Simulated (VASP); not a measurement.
Wanted: the native input for a VASP 6.6.1 run.

- Task: single point
- Functional: PBEsol
- Potentials or basis: VASP PAW PBE potentials, release 64 (Pt)
- Cutoff: 520 eV
- k mesh: 9 × 9 × 9
- Occupations: methfessel-paxton, width 0.05 eV
- Spin: no spin polarisation
- Dipole correction: no
- Further INCAR settings: ALGO = Normal; EDIFF = 1e-06; NBANDS = 11

The structure of Pt lies in POSCAR:

```
Pt
1.0
    2.5372041572      0.0000000000      0.0000000000
    0.0000000000      2.5372041572      0.0000000000
    0.0000000000      0.0000000000      2.5372041572
Pt
1
Direct
    0.0000000000      0.0000000000      0.0000000000
```

The input as run:

INCAR

```
SYSTEM = Pt
ALGO     = Normal         ! electronic algorithm
EDIFF    = 1E-6           ! SCF threshold, eV
ENCUT    = 520            ! plane-wave cutoff, eV
GGA      = PS             ! functional
ISIF     = 2              ! what is computed and relaxed
ISMEAR   = 1              ! smearing method
LASPH    = .True.         ! aspherical terms in the spheres
LCHARG   = .False.        ! write CHGCAR
LREAL    = .False.        ! projectors in reciprocal space
LWAVE    = .False.        ! write WAVECAR
NBANDS   = 11             ! bands
NELM     = 80             ! most SCF steps
PREC     = Accurate       ! precision mode
SIGMA    = 0.05           ! smearing width, eV
```

KPOINTS

```
k-points
0
Gamma
  9 9 9
  0 0 0
```

Potentials or basis: VASP PAW PBE potentials, release 64 (Pt).

Launch:

```sh
$ cat potpaw_PBE.64/Pt/POTCAR > POTCAR
$ mpirun -np 1 vasp_std > vasp.out
```

It gave:

```
Pressure               : 14.4 GPa
Band gap on the k mesh : zero (band 5 reaches 11.57 eV, above the bottom of band 6 at 8.45 eV)
```

Caveat: the PAW data sets were made with another functional, which shifts forces and pressure a little; spin-orbit coupling is left out, which moves the levels of the heavy elements.

Wall time 3.4 s on 1 thread of Intel(R) Xeon(R) 6975P-C (Granite Rapids), on a shared host, peak memory 0.12 GiB.
